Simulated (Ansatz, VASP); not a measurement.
# BN in VASP and in Ansatz

The input INCAR:

```
SYSTEM = BN
PREC     = Accurate       ! precision mode
ENCUT    = 520            ! plane-wave cutoff, eV
EDIFF    = 1E-6           ! SCF threshold, eV
ISMEAR   = -1             ! smearing method
SIGMA    = 0.02           ! smearing width, eV
LREAL    = .False.        ! projectors in reciprocal space
LASPH    = .True.         ! aspherical terms in the spheres
NELM     = 100            ! most SCF steps
ALGO     = Normal         ! electronic algorithm
ISIF     = 2              ! what is computed and relaxed
LWAVE    = .False.        ! write WAVECAR
LCHARG   = .False.        ! write CHGCAR
GGA      = PE             ! functional
NBANDS   = 11             ! bands
```

The input KPOINTS:

```
regular mesh
0
Gamma
  12 12 12
  0 0 0
```

Contents of POSCAR:

```
BN
1.0
    0.0000000000      1.8856816338      1.7693476874
    1.8856816338      0.0000000000      1.7693476874
    1.8856816338      1.8856816338      0.0000000000
B N
1 1
Direct
    0.0000000000      0.0000000000      0.0000000000
    0.2500000000      0.2500000000      0.2500000000
```

Input for Ansatz:

```yaml
crystal:
  lattice:
    - [0.0, 1.8856816338, 1.7693476874]
    - [1.8856816338, 0.0, 1.7693476874]
    - [1.8856816338, 1.8856816338, 0.0]
  atoms:
    - { symbol: B, position: [0.0, 0.0, 0.0] }
    - { symbol: "N", position: [0.25, 0.25, 0.25] }
kpoints:
  mp_grid: { grid: [12, 12, 12] }
  band_path:
    path:
      - [0.0, 0.0, 0.0]
      - [-0.5, -0.5, 0.0]
      - [-0.375, -0.375, 0.25]
      - [-0.375, 0.0, 0.375]
      - [0.0, 0.0, 0.5]
      - [-0.5, -0.25, 0.25]
    npoints: 1
hamiltonian:
  xc: pbe
scf:
  occupations: { method: fermi_dirac, width: 0.02 }
  n_extra_bands: 4
output:
  forces: true
  stress: true
  eigenvalues: true
```

Change from the starting cell: epitaxial_xy strain +4.5%.

Alike in both runs: task single point; functional PBE; k mesh 12 × 12 × 12; occupations fermi-dirac, width 0.02 eV; no spin polarisation.

```csv
,VASP,Ansatz
version,VASP 6.6.1,Ansatz 0.2.0
potentials or method,"VASP PAW PBE potentials, release 64 (B, N)","plane waves, PAW"
plane-wave cutoff (eV),520,420
valence electrons in the cell,8,8
```

|  | VASP | Ansatz | Ansatz less VASP |
| --- | --- | --- | --- |
| gap on the k mesh at the Fermi level (eV) | 3.39 | 3.40 | +0.010 |
| pressure (GPa) | -18.5 | -18.6 | -0.07 |
| traceless stress, the component that is largest in VASP (GPa) | 22.49 | 22.47 | -0.022 |
